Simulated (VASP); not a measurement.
# TiGePd3 (Pm-3m) in VASP: notebook, part 2 of 2

VASP 6.6.1. The steps go on from the part before.

## Step 3: Single point, PBE

This run uses another cell than the first one, of 20.56 Å³/atom.

The input, INCAR:

```
SYSTEM = TiGePd3
PREC = Accurate
ENCUT = 520
EDIFF = 1E-6
ISMEAR = 0
SIGMA = 0.1
LREAL = .False.
LASPH = .True.
NELM = 100
ALGO = Fast
ISIF = 2
LWAVE = .False.
LCHARG = .True.
GGA = PE
LELF = .True.
LVHAR = .True.
NBANDS = 36
```

The input, KPOINTS:

```
regular mesh
0
Gamma
  4 4 4
  0 0 0
```

The input, POSCAR:

```
TiGePd3
1.0
    4.6845288580      0.0000000000      0.0000000000
    0.0000000000      4.6845288580      0.0000000000
    0.0000000000      0.0000000000      4.6845288580
Ti Ge Pd
1 1 3
Direct
    0.0000000000      0.0000000000      0.0000000000
    0.5000000000      0.5000000000      0.5000000000
    0.5000000000      0.0000000000      0.0000000000
    0.0000000000      0.5000000000      0.0000000000
    0.0000000000      0.0000000000      0.5000000000
```

Potentials or basis: VASP PAW PBE potentials, release 64 (Ti_sv, Ge_d, Pd).

The run is started by

```
cat potpaw_PBE.64/Ti_sv/POTCAR potpaw_PBE.64/Ge_d/POTCAR potpaw_PBE.64/Pd/POTCAR > POTCAR
mpirun -np 1 vasp_std > vasp.out
```

OUTCAR:

```text
SYSTEM = TiGePd3
   PREC = Accurate
   ENCUT = 520
   EDIFF = 1E-6
   ISMEAR = 0
   LREAL = .False.
   LASPH = .True.
   NELM = 100
   ISIF = 2
   GGA = PE

 ion  position               nearest neighbor table
   1  0.000  0.000  0.000-   3 2.34   4 2.34   5 2.34   5 2.34   4 2.34   3 2.34
   2  0.500  0.500  0.500-
   3  0.500  0.000  0.000-   1 2.34   1 2.34   5 3.31   5 3.31   4 3.31   4 3.31   4 3.31   5 3.31
                             5 3.31   4 3.31
   4  0.000  0.500  0.000-   1 2.34   1 2.34   5 3.31   5 3.31   3 3.31   3 3.31   5 3.31   5 3.31
                             3 3.31   3 3.31
   5  0.000  0.000  0.500-   1 2.34   1 2.34   4 3.31   3 3.31   3 3.31   4 3.31   4 3.31   4 3.31
                             3 3.31   3 3.31

  LATTYP: Found a simple cubic cell.
 ALAT       =     4.6845288580

  Lattice vectors:

 A1 = (   4.6845288580,   0.0000000000,   0.0000000000)
 A2 = (   0.0000000000,   4.6845288580,   0.0000000000)
 A3 = (   0.0000000000,   0.0000000000,   4.6845288580)

Analysis of symmetry for initial positions (statically):
=====================================================================
 Subroutine PRICEL returns:
 Original cell was already a primitive cell.

 Routine SETGRP: Setting up the symmetry group for a
 simple cubic supercell.

 Subroutine GETGRP returns: Found 48 space group operations
 (whereof 48 operations were pure point group operations)
 out of a pool of 48 trial point group operations.

The static configuration has the point symmetry O_h .

Analysis of symmetry for dynamics (positions and initial velocities):
=====================================================================
 Subroutine PRICEL returns:
 Original cell was already a primitive cell.

[... 114 lines left out ...]
   EFERMI_NEDOS =   21; number of points for ismear=-14 and -15
   IALGO  =     68    algorithm
   IMIX   =      4    mixing-type and parameters
     AMIX     =   0.40;   BMIX     =  1.00
     AMIX_MAG =   1.60;   BMIX_MAG =  1.00
  volume/ion in A,a.u.               =      20.56       138.75
  Fermi-wavevector in a.u.,A,eV,Ry     =   1.337021  2.526603 24.322120  1.787625
  Thomas-Fermi vector in A             =   2.465602
   LORBIT       =      0    0 simple, 1 ext, 2 COOP (PROOUT), +10 PAW based schemes
   GGA     = PE    functional components
   LHFCALC =     F    Hartree Fock is set to
   AEXX    =    0.0000 exact exchange contribution
   IVDW    =     0    specifies the selected vdW correction
   LEPSILON=     F    determine dielectric tensor
   LRPA    =     F    only Hartree local field effects (RPA)
 non-spin polarized calculation
 RMM-DIIS sequential band-by-band and
 Gauss-broadening in eV      SIGMA  =   0.10
  energy-cutoff  :      520.00
  volume of cell :      102.80
 maximum number of plane-waves:      2800
 NGX is ok and might be reduce to    36
   NGX = 17   NGY = 17   NGZ = 17

 number of electron      56.0000048 magnetization

 Free energy of the ion-electron system (eV)
  ---------------------------------------------------
  ext. energy  EPLUGINS =         0.00000000
  ---------------------------------------------------
  free energy    TOTEN  =       -25.46234129 eV

  energy without entropy =      -25.43510303  energy(sigma->0) =      -25.44872216

 E-fermi :   6.3274     XC(G=0): -10.8795

 val. band max:        6.3141682093   @ k =   0.5000   0.2500   0.0000
 cond. band min:       6.3709123966   @ k =   0.5000   0.5000   0.0000
 fundamental gap:      0.0567441873
 Fermi energy:         6.3274135478

 k-point     1 :       0.0000    0.0000    0.0000
  band No.  band energies     occupation
      1     -51.3486      2.00000
      2     -27.6287      2.00000
      3     -27.6287      2.00000
      4     -27.6287      2.00000
      5     -18.5372      2.00000
      6     -18.5372      2.00000
[... 379 lines left out ...]
     35       7.4543      0.00000
     36       7.4543      0.00000

------------------------ aborting loop because EDIFF is reached ----------------------------------------

  FORCE on cell =-STRESS in cart. coord.  units (eV):
  Direction    XX          YY          ZZ          XY          YZ          ZX
  --------------------------------------------------------------------------------------
  -------------------------------------------------------------------------------------
  Total        0.2434530      0.2434530      0.2434530      0.0000000      0.0000000     -0.0000000
  in kB        3.7942684      3.7942684      3.7942684      0.0000000      0.0000000     -0.0000000
  external PRESSURE =       3.7942684 kB  Pullay stress =       0.0000000 kB

 VOLUME and BASIS-vectors are now :
 -----------------------------------------------------------------------------
  energy-cutoff  :      520.00
  volume of cell :      102.80
      direct lattice vectors                 reciprocal lattice vectors
     4.684528858  0.000000000  0.000000000     0.213468639  0.000000000  0.000000000
     0.000000000  4.684528858  0.000000000     0.000000000  0.213468639  0.000000000
     0.000000000  0.000000000  4.684528858     0.000000000  0.000000000  0.213468639

 POSITION                                       TOTAL-FORCE (eV/Angst)
 -----------------------------------------------------------------------------------
      0.00000      0.00000      0.00000         0.000000      0.000000      0.000000
      2.34226      2.34226      2.34226         0.000000      0.000000      0.000000
      2.34226      0.00000      0.00000         0.000000      0.000000      0.000000
      0.00000      2.34226      0.00000         0.000000      0.000000      0.000000
      0.00000      0.00000      2.34226         0.000000      0.000000      0.000000
 -----------------------------------------------------------------------------------
    total drift:                                0.000000      0.000000      0.000000

  FREE ENERGIE OF THE ION-ELECTRON SYSTEM (eV)
  ---------------------------------------------------
  free  energy   TOTEN  =       -25.4623412923 eV

  energy  without entropy=      -25.4351030284  energy(sigma->0) =      -25.44872216
```

It took 4.8 min on 1 thread of Intel Xeon Platinum 8175M at 2.50GHz (Skylake/Cascade Lake), shared host; peak memory 0.22 GiB.

Results:

| Item | Value |
| --- | --- |
| Free energy | -25.4623 eV |
| Pressure | 0.4 GPa |
| Band gap on the k mesh | zero (bands 28 and 29 overlap by 1.50 eV) |

## Step 4: Relaxation of cell and atoms, PBE

The input, INCAR:

```
SYSTEM = TiGePd3
ALGO = Fast
EDIFF = 1E-6
EDIFFG = -0.04
ENCUT = 600
GGA = PE
IBRION = 2
ISIF = 3
ISMEAR = 0
LASPH = .TRUE.
LCHARG = .FALSE.
LREAL = .FALSE.
LWAVE = .FALSE.
NELM = 80
NSW = 90
PREC = Accurate
SIGMA = 0.1
```

The input, KPOINTS:

```
k-points
0
G
  4 4 4
  0 0 0
```

Changes to POSCAR since step 3:

```diff
@@ -2,5 +2,5 @@
 1.0
-    4.6845288580      0.0000000000      0.0000000000
-    0.0000000000      4.6845288580      0.0000000000
-    0.0000000000      0.0000000000      4.6845288580
+    4.4002021400      0.0000000000      0.0000000000
+    0.0000000000      4.4002021400      0.0000000000
+    0.0000000000      0.0000000000      4.4002021400
 Ti Ge Pd
```

The run is started by

```
cat potpaw_PBE.64/Ti_sv/POTCAR potpaw_PBE.64/Ge_d/POTCAR potpaw_PBE.64/Pd/POTCAR > POTCAR
mpirun -np 1 vasp_std > vasp.out
```

Wall time 18 min (1 thread of Intel Xeon Platinum 8175M at 2.50GHz (Skylake/Cascade Lake), shared host); peak memory 0.23 GiB.

Results (log left out):

- Free energy: -25.4542 eV
- Relaxed volume: 20.67 Å³/atom
- Relaxed cell: a = 4.693 Å, b = 4.693 Å, c = 4.693 Å, α = 90.00°, β = 90.00°, γ = 90.00°
- Space group after relaxing (to 0.1 Å): Pm-3m (No. 221)
- Energy gained by relaxing: 230.6 meV/atom
- Ionic steps: 4
- Pressure after relaxing: -0.1 GPa
- Band gap on the k mesh: zero (bands 28 and 29 overlap by 1.54 eV)

The path:
```
step  energy change (eV)  largest force (eV/Å)  pressure (GPa)  volume (Å³)
   1              0.0000                0.0000           23.97        85.20
   2             -0.5299                0.0000          -11.36       120.65
   3             -1.1525                0.0000           -0.38       103.77
   4             -1.1531                0.0000           -0.08       103.37
```

Final structure:
```xyz
5
Lattice="4.6932 0.0000 0.0000 0.0000 4.6932 0.0000 0.0000 0.0000 4.6932" Properties=species:S:1:pos:R:3 pbc="T T T"
Ti    0.0000    0.0000    0.0000
Ge    2.3466    2.3466    2.3466
Pd    2.3466    0.0000    0.0000
Pd    0.0000    2.3466    0.0000
Pd    0.0000    0.0000    2.3466
```

Levels at points of the mesh, in eV from the Fermi level:
```
           k point  band 26  band 27  band 28  band 29  band 30  band 31
(0.00, 0.00, 0.00)    -1.49    -0.61    -0.61    -0.61     1.06     1.06
(0.50, 0.00, 0.00)    -2.12    -0.33     0.44     1.06     1.12     1.12
(0.50, 0.50, 0.00)    -2.06    -1.25    -1.25    -0.54     0.04     0.79
(0.50, 0.50, 0.50)    -1.94    -1.94    -1.94    -0.60    -0.08    -0.08
```

Caveat: the volume moved by over 15 % at a fixed basis, so the end points are rough.

## Step 5: Overview

| task | cell | cutoff (eV) | gap on the mesh (eV) | pressure (GPa) |
| --- | --- | --- | --- | --- |
| single point | a = 4.400 Å, 5 atoms | 520 | none | 24.0 |
| single point | a = 4.685 Å, 5 atoms | 520 | none | 0.4 |
| relaxation of cell and atoms | relaxed from a = 4.400 Å, 5 atoms | 600 | none | -0.1 |

Alike in all rows: level PBE; potentials or basis VASP PAW PBE potentials, release 64 (Ti_sv, Ge_d, Pd); no spin polarisation; k mesh 4 × 4 × 4; smearing gaussian 0.1 eV.

Caveats: the cell stands under pressure (at least some runs); the volume moved by over 15 % at a fixed basis, so the end points are rough (at least some runs).

Absolute energies hang on the potentials; compare differences alone.
